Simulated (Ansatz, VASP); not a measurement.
Two plane-wave programs on NiO

```
CELL_PARAMETERS angstrom
2.58759 0.00000 0.00000
0.00000 2.58759 0.00000
0.00000 0.00000 2.58759
ATOMIC_POSITIONS crystal
Ni 0.00000 0.00000 0.00000
O 0.50000 0.50000 0.50000
```

Alike in both runs: functional r2SCAN; k mesh 22 × 22 × 22; occupations gaussian, width 0.1 eV; collinear spin.

Ansatz relaxed the structure, and its values are those at the end. VASP's run is a single point on that final structure, the one shown.

|  | VASP | Ansatz |
| --- | --- | --- |
| version | VASP 6.6.1 | Ansatz 0.2.0 |
| potentials or method | VASP PAW PBE potentials, release 64 (Ni, O), cutoff 520 eV | scalar-relativistic, plane waves, PAW |
| valence electrons in the cell | 16 | 24 |

Ansatz gave:

```
gap on the k mesh at the Fermi level (eV)                     : none
pressure (GPa)                                                : 0.0
net moment per atom (μB)                                      : 1.00
size of the moment on the site where the two differ most (μB) : 1.52
```

Question: Estimate VASP's values.

Answer: gap on the k mesh at the Fermi level (eV): none; pressure (GPa): 0.3; net moment per atom (μB): 1.00; size of the moment on the site where the two differ most (μB): 1.48.

VASP's potentials were made for PBE, not for r2SCAN. Site moments also hang on the region over which each program counts them. A gap of «none» marks a metal or a gap that the smearing closes. VASP's potentials hold 16 valence electrons a cell and Ansatz's 24, so a difference there can come from the potentials and not from the codes.
